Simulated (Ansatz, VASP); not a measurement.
**Tl in VASP and in Ansatz**

```
CELL_PARAMETERS angstrom
3.68996 0.00000 0.00000
-1.84498 3.19560 0.00000
0.00000 0.00000 5.73780
ATOMIC_POSITIONS crystal
Tl 0.33333 0.66667 0.25000
Tl 0.66667 0.33333 0.75000
```

Alike in both runs: task single point; functional RPBE; k mesh 16 × 16 × 9; occupations fermi-dirac, width 0.1 eV; no spin polarisation.

|  | VASP | Ansatz |
| --- | --- | --- |
| version | VASP 6.6.1 | Ansatz 0.2.0 |
| potentials or method | VASP PAW PBE potentials, release 64 (Tl_d), cutoff 520 eV | plane waves (420 eV) with PAW, scalar-relativistic |
| valence electrons in the cell | 26 | 26 |

Ansatz gave:

* pressure (GPa): 0.0
* traceless stress, the component that is largest in VASP (GPa): 0.12

Problem. What did VASP give for the same quantities?

Solution. Pressure (GPa): -0.1; traceless stress, the component that is largest in VASP (GPa): 0.12.

VASP's potentials were made for PBE, not for RPBE.

Neither program's run includes spin-orbit coupling.
